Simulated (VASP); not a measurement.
TaN: single point with PBEsol

TaN:

```xyz
2
Lattice="3.0316 0.0000 0.0000 -1.5158 2.6254 0.0000 0.0000 0.0000 3.0980" Properties=species:S:1:pos:R:3 pbc="T T T"
Ta    0.0000    1.7503    1.5490
N     0.0000    0.0000    0.0000
```

```yaml
Program: VASP 6.6.1
Task: single point
Functional: PBEsol
Potentials_or_basis: VASP PAW PBE potentials, release 64 (Ta_pv, N)
Cutoff: 520 eV
k_mesh: 21 × 21 × 18
Occupations: gaussian, width 0.15 eV
Spin: no spin polarisation
Dipole_correction: no
Further_INCAR_settings: ALGO = Normal; EDIFF = 1e-06; NBANDS = 15
```

The pressure is -39.0 GPa and the band gap on the k mesh is zero (bands 8 and 9 overlap by 0.33 eV).

Stress tensor (GPa, compression positive):
```
-31.26   0.00   0.00
  0.00 -31.26   0.00
  0.00   0.00 -54.51
```

Levels at points of the mesh, in eV from the Fermi level:
```csv
k point,band 6,band 7,band 8,band 9,band 10,band 11
"(0.00, 0.00, 0.00)",-3.66,-3.66,-2.89,1.59,2.86,2.86
"(0.00, 0.00, 0.50)",-2.94,-2.94,-0.09,-0.09,1.55,3.16
```

Wall time 2.5 min on 1 thread of Intel Xeon 8259CL (shared host), peak memory 0.29 GiB.

Caveat: the stress differs along the axes, from -55 to -31 GPa; the PAW data sets were made with another functional, which shifts forces and pressure a little; spin-orbit coupling is left out, which moves the levels of the heavy elements.
